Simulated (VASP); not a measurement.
# Ga (Pm-3m) in VASP: single point with LDA

Aim: the single point of Ga with LDA.

All numbers are computed with VASP 6.6.1; they aren't measurements. Logs are shortened: lines on timing, memory, paths and dates and some standing lists are left out, and cuts for length are marked.

### Step 1. The cell of the first run

Symmetry: Pm-3m, No. 221, cubic system. Conventional cell: a = 4.686 Å, b = 4.686 Å, c = 4.686 Å, α = 90.00°, β = 90.00°, γ = 90.00°.

### Step 2. Single point, LDA

File INCAR:

```
SYSTEM = Ga
PREC = Accurate ; ENCUT = 520
EDIFF = 1E-6 ; ISMEAR = 1
SIGMA = 0.1 ; LREAL = .FALSE.
LASPH = .TRUE. ; NELM = 60
ALGO = Normal ; ISIF = 2
LWAVE = .FALSE. ; LCHARG = .TRUE.
LELF = .TRUE. ; LVHAR = .TRUE.
NBANDS = 12
```

File KPOINTS:

```
regular mesh
0
G
  5 5 5
  0 0 0
```

File POSCAR:

```
Ga
1.0
    4.6857450000      0.0000000000      0.0000000000
    0.0000000000      4.6857450000      0.0000000000
    0.0000000000      0.0000000000      4.6857450000
Ga
1
Direct
    0.5000000000      0.5000000000      0.5000000000
```

Potentials or basis: VASP PAW LDA potentials, release 64 (Ga_d).

Command:

```
$ cat potpaw_LDA.64/Ga_d/POTCAR > POTCAR
$ mpirun -np 1 vasp_std > vasp.out
```

OUTCAR:

```text
SYSTEM = Ga
   PREC = Accurate
   ENCUT = 520
   EDIFF = 1E-6
   ISMEAR = 1
   LREAL = .FALSE.
   LASPH = .TRUE.
   NELM = 60
   ISIF = 2

 ion  position               nearest neighbor table
   1  0.500  0.500  0.500-

  LATTYP: Found a simple cubic cell.
 ALAT       =     4.6857450000

  Lattice vectors:

 A1 = (   4.6857450000,   0.0000000000,   0.0000000000)
 A2 = (   0.0000000000,   4.6857450000,   0.0000000000)
 A3 = (   0.0000000000,   0.0000000000,   4.6857450000)

Analysis of symmetry for initial positions (statically):
=====================================================================
 Subroutine PRICEL returns:
 Original cell was already a primitive cell.

 Routine SETGRP: Setting up the symmetry group for a
 simple cubic supercell.

 Subroutine GETGRP returns: Found 48 space group operations
 (whereof 48 operations were pure point group operations)
 out of a pool of 48 trial point group operations.

The static configuration has the point symmetry O_h .

Analysis of symmetry for dynamics (positions and initial velocities):
=====================================================================
 Subroutine PRICEL returns:
 Original cell was already a primitive cell.

 Routine SETGRP: Setting up the symmetry group for a
 simple cubic supercell.

 Subroutine GETGRP returns: Found 48 space group operations
 (whereof 48 operations were pure point group operations)
 out of a pool of 48 trial point group operations.

The dynamic configuration has the point symmetry O_h .

 Subroutine INISYM returns: Found 48 space group operations
 (whereof 48 operations are pure point group operations),
 and found     1 'primitive' translations

----------------------------------------------------------------------------------------

                                     Primitive cell

  volume of cell :     102.8812

  direct lattice vectors                    reciprocal lattice vectors
     4.685745000  0.000000000  0.000000000     0.213413235  0.000000000  0.000000000
     0.000000000  4.685745000  0.000000000     0.000000000  0.213413235  0.000000000
     0.000000000  0.000000000  4.685745000     0.000000000  0.000000000  0.213413235

  length of vectors
     4.685745000  4.685745000  4.685745000     0.213413235  0.213413235  0.213413235

  position of ions in fractional coordinates (direct lattice)
     0.500000000  0.500000000  0.500000000

  ion indices of the primitive-cell ions
   primitive index   ion index
                 1           1

----------------------------------------------------------------------------------------

 KPOINTS: regular mesh

Automatic generation of k-mesh.
 Grid dimensions read from file:
 generate k-points for:    5    5    5

 Generating k-lattice:

  Cartesian coordinates                     Fractional coordinates (reciprocal lattice)
     0.042682647  0.000000000  0.000000000     0.200000000  0.000000000  0.000000000
     0.000000000  0.042682647  0.000000000     0.000000000  0.200000000  0.000000000
     0.000000000  0.000000000  0.042682647     0.000000000  0.000000000  0.200000000

  Length of vectors
     0.042682647  0.042682647  0.042682647

  Shift w.r.t. Gamma in fractional coordinates (k-lattice)
     0.000000000  0.000000000  0.000000000

 Subroutine IBZKPT returns following result:
 ===========================================

 Found     10 irreducible k-points:

 Following reciprocal coordinates:
            Coordinates               Weight
  0.000000  0.000000  0.000000      1.000000
  0.200000  0.000000  0.000000      6.000000
  0.400000  0.000000  0.000000      6.000000
  0.200000  0.200000  0.000000     12.000000
  0.400000  0.200000  0.000000     24.000000
  0.400000  0.400000  0.000000     12.000000
  0.200000  0.200000  0.200000      8.000000
  0.400000  0.200000  0.200000     24.000000
  0.400000  0.400000  0.200000     24.000000
  0.400000  0.400000  0.400000      8.000000
   k-points           NKPTS =     10   k-points in BZ     NKDIM =     10   number of bands    NBANDS=     12
   number of dos      NEDOS =    301   number of ions     NIONS =      1
   total plane-waves  NPLWV =  46656
   dimension x,y,z NGX =    36 NGY =   36 NGZ =   36
   dimension x,y,z NGXF=    72 NGYF=   72 NGZF=   72
   ions per type =               1
   NGX,Y,Z   is equivalent  to a cutoff of  12.77, 12.77, 12.77 a.u.
   NGXF,Y,Z  is equivalent  to a cutoff of  25.54, 25.54, 25.54 a.u.
 SYSTEM =  Ga
   PREC   = accura    normal or accurate (medium, high low for compatibility)
   ISTART =      0    job   : 0-new  1-cont  2-samecut
   ICHARG =      2    charge: 1-file 2-atom 10-const
   ISPIN  =      1    spin polarized calculation?
   LNONCOLLINEAR =      F non collinear calculations
   LSORBIT =      F    spin-orbit coupling
   LASPH  =      T    aspherical Exc in radial PAW
   ENCUT  =  520.0 eV  38.22 Ry    6.18 a.u.   8.71  8.71  8.71*2*pi/ulx,y,z
   NELM   =     60;   NELMIN=  2; NELMDL= -5     # of ELM steps
   EDIFF  = 0.1E-05   stopping-criterion for ELM
   LREAL  =      F    real-space projection
   EDIFFG = 0.1E-04   stopping-criterion for IOM
   NSW    =      0    number of steps for IOM
   IBRION =     -1    ionic relax: 0-MD 1-quasi-New 2-CG
   NFREE  =      0    steps in history (QN), initial steepest desc. (CG)
   ISIF   =      2    stress and relaxation
   ISYM   =      2    0-nonsym 1-usesym 2-fastsym
   POTIM  = 0.5000    time-step for ionic-motion
   TEBEG  =    0.0;   TEEND  =   0.0 temperature during run
   PSTRESS=    0.0 pullay stress
   NELECT =      13.0000    total number of electrons
   NUPDOWN=      -1.0000    fix difference up-down
   EMIN   =  10.00;   EMAX   =-10.00  energy-range for DOS
   EFERMI =   0.00;   METHOD = LEGACY
   ISMEAR =     1;   SIGMA  =   0.10  broadening in eV -4-tet -1-fermi 0-gaus
   EFERMI_NEDOS =   21; number of points for ismear=-14 and -15
   IALGO  =     38    algorithm
   IMIX   =      4    mixing-type and parameters
     AMIX     =   0.40;   BMIX     =  1.00
     AMIX_MAG =   1.60;   BMIX_MAG =  1.00
  volume/ion in A,a.u.               =     102.88       694.28
  Fermi-wavevector in a.u.,A,eV,Ry     =   0.821506  1.552421  9.182188  0.674872
  Thomas-Fermi vector in A             =   1.932677
   LORBIT       =      0    0 simple, 1 ext, 2 COOP (PROOUT), +10 PAW based schemes
   GGA     = CA    functional components
   LHFCALC =     F    Hartree Fock is set to
   AEXX    =    0.0000 exact exchange contribution
   IVDW    =     0    specifies the selected vdW correction
   LEPSILON=     F    determine dielectric tensor
   LRPA    =     F    only Hartree local field effects (RPA)
 non-spin polarized calculation
 Methfessel and Paxton  Order N= 1 SIGMA  =   0.10
  energy-cutoff  :      520.00
  volume of cell :      102.88
 maximum number of plane-waves:      2789
 NGX is ok and might be reduce to    36
   NGX = 17   NGY = 17   NGZ = 17

 number of electron      12.9999988 magnetization

 Free energy of the ion-electron system (eV)
  ---------------------------------------------------
  ext. energy  EPLUGINS =         0.00000000
  ---------------------------------------------------
  free energy    TOTEN  =        -1.02673898 eV

  energy without entropy =       -1.02881986  energy(sigma->0) =       -1.02743260

 E-fermi :  -1.6421     XC(G=0):  -5.0362

 val. band max:       -1.6647072833   @ k =   0.4000   0.4000   0.0000
 cond. band min:      -1.5780952270   @ k =   0.4000   0.4000   0.0000
 fundamental gap:      0.0866120563
 Fermi energy:        -1.6421394929

 k-point     1 :       0.0000    0.0000    0.0000
  band No.  band energies     occupation
      1     -17.8023      2.00000
      2     -17.8023      2.00000
      3     -17.7988      2.00000
      4     -17.7988      2.00000
      5     -17.7988      2.00000
      6      -7.8047      2.00000
      7       0.0435     -0.00000
      8       0.0435     -0.00000
      9       0.0435     -0.00000
     10       1.1552      0.00000
     11       3.7825      0.00000
     12       3.7825      0.00000

 k-point     2 :       0.2000    0.0000    0.0000
  band No.  band energies     occupation
      1     -17.8022      2.00000
      2     -17.8012      2.00000
      3     -17.7991      2.00000
      4     -17.7991      2.00000
      5     -17.7988      2.00000
      6      -7.7100      2.00000
      7      -1.0961     -0.00000
      8       0.1423     -0.00000
      9       0.1423     -0.00000
     10       1.9012      0.00000
     11       4.0081      0.00000
     12       4.7130      0.00000

 k-point     3 :       0.4000    0.0000    0.0000
  band No.  band energies     occupation
      1     -17.8022      2.00000
      2     -17.7995      2.00000
      3     -17.7995      2.00000
      4     -17.7995      2.00000
      5     -17.7988      2.00000
      6      -7.5386      2.00000
      7      -2.1216      2.00000
      8       0.3204     -0.00000
      9       0.3204     -0.00000
     10       2.7079      0.00000
     11       4.4464      0.00000
     12       4.5578      0.00000
[... 76 lines left out ...]
 k-point     9 :       0.4000    0.4000    0.2000
  band No.  band energies     occupation
      1     -17.8003      2.00000
      2     -17.7998      2.00000
      3     -17.7998      2.00000
      4     -17.7997      2.00000
      5     -17.7981      2.00000
      6      -7.2146      2.00000
      7      -1.5205     -0.07089
      8      -1.4379     -0.01390
      9      -0.2690     -0.00000
     10       2.2700      0.00000
     11       4.1917      0.00000
     12       4.4299      0.00000

 k-point    10 :       0.4000    0.4000    0.4000
  band No.  band energies     occupation
      1     -17.8002      2.00000
      2     -17.8002      2.00000
      3     -17.8002      2.00000
      4     -17.7980      2.00000
      5     -17.7980      2.00000
      6      -7.0710      2.00000
      7      -1.2575     -0.00000
      8      -1.1660     -0.00000
      9      -1.1660     -0.00000
     10       2.6862      0.00000
     11       3.1765      0.00000
     12       3.1765      0.00000

------------------------ aborting loop because EDIFF is reached ----------------------------------------

  FORCE on cell =-STRESS in cart. coord.  units (eV):
  Direction    XX          YY          ZZ          XY          YZ          ZX
  --------------------------------------------------------------------------------------
  -------------------------------------------------------------------------------------
  Total       -1.1775991     -1.1775991     -1.1775991      0.0000000      0.0000000     -0.0000000
  in kB      -18.3388504    -18.3388504    -18.3388504      0.0000000      0.0000000     -0.0000000
  external PRESSURE =     -18.3388504 kB  Pullay stress =       0.0000000 kB

 VOLUME and BASIS-vectors are now :
 -----------------------------------------------------------------------------
  energy-cutoff  :      520.00
  volume of cell :      102.88
      direct lattice vectors                 reciprocal lattice vectors
     4.685745000  0.000000000  0.000000000     0.213413235  0.000000000  0.000000000
     0.000000000  4.685745000  0.000000000     0.000000000  0.213413235  0.000000000
     0.000000000  0.000000000  4.685745000     0.000000000  0.000000000  0.213413235

 POSITION                                       TOTAL-FORCE (eV/Angst)
 -----------------------------------------------------------------------------------
      2.34287      2.34287      2.34287         0.000000      0.000000      0.000000
 -----------------------------------------------------------------------------------
    total drift:                                0.000000      0.000000      0.000000

  FREE ENERGIE OF THE ION-ELECTRON SYSTEM (eV)
  ---------------------------------------------------
  free  energy   TOTEN  =        -1.0267389754 eV

  energy  without entropy=       -1.0288198635  energy(sigma->0) =       -1.02743260
```

Wall time 8.4 s (1 thread of Intel Xeon 6975P-C (Granite Rapids), shared host); peak memory 0.16 GiB.

What came out:

- Free energy: -1.0267 eV
- Pressure: -1.8 GPa
